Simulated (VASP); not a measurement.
Crystal: ZnO.

```
Zn O
1.0
     3.31500    0.00000    0.00000
    -1.65750    2.87087    0.00000
     0.00000    0.00000    5.31420
Zn O
2 2
Direct
  0.33333 0.66667 0.00000
  0.66667 0.33333 0.50000
  0.33333 0.66667 0.38200
  0.66667 0.33333 0.88200
```

```yaml
Program: VASP 6.6.1
Task: relaxation of cell and atoms
Functional: r2SCAN
Potentials_or_basis: VASP PAW PBE potentials, release 64 (Zn, O)
Cutoff: 600 eV
k_mesh: 4 × 4 × 3
Occupations: fermi-dirac, width 0.1 eV
Spin: no spin polarisation
```

At the start: pressure -8.2 GPa; volume 12.64 Å³/atom.

Problem. How do energy, volume and symmetry change on relaxing?

Solution. Over 8 steps the energy falls by 22.0 meV/atom and the volume is 11.86 Å³/atom (-6.2 %); space group P6_3mc (No. 186, to 0.1 Å) before and after.

The path:
```tsv
step	energy change (eV)	largest force (eV/Å)	pressure (GPa)	volume (Å³)
1	0.0000	0.0539	-8.22	50.57
2	-0.0661	0.0031	5.11	45.97
3	-0.0878	0.0239	0.19	47.40
4	-0.0877	0.0247	-0.01	47.46
5	-0.0878	0.0123	-0.01	47.46
6	-0.0879	0.0008	-0.01	47.47
7	-0.0879	0.0027	0.00	47.46
8	-0.0881	0.0082	0.02	47.46
```

Final structure:
```
Zn O
1.0
     3.24113    0.00000    0.00000
    -1.62057    2.80690    0.00000
     0.00000    0.00000    5.21669
Zn O
2 2
Direct
  0.33333 0.66667 0.00118
  0.66667 0.33333 0.50118
  0.33333 0.66667 0.38082
  0.66667 0.33333 0.88082
```

Caveat: the k points lie up to 0.56 Å⁻¹ apart in the final cell; the PAW data sets were made with another functional, which shifts forces and pressure a little.
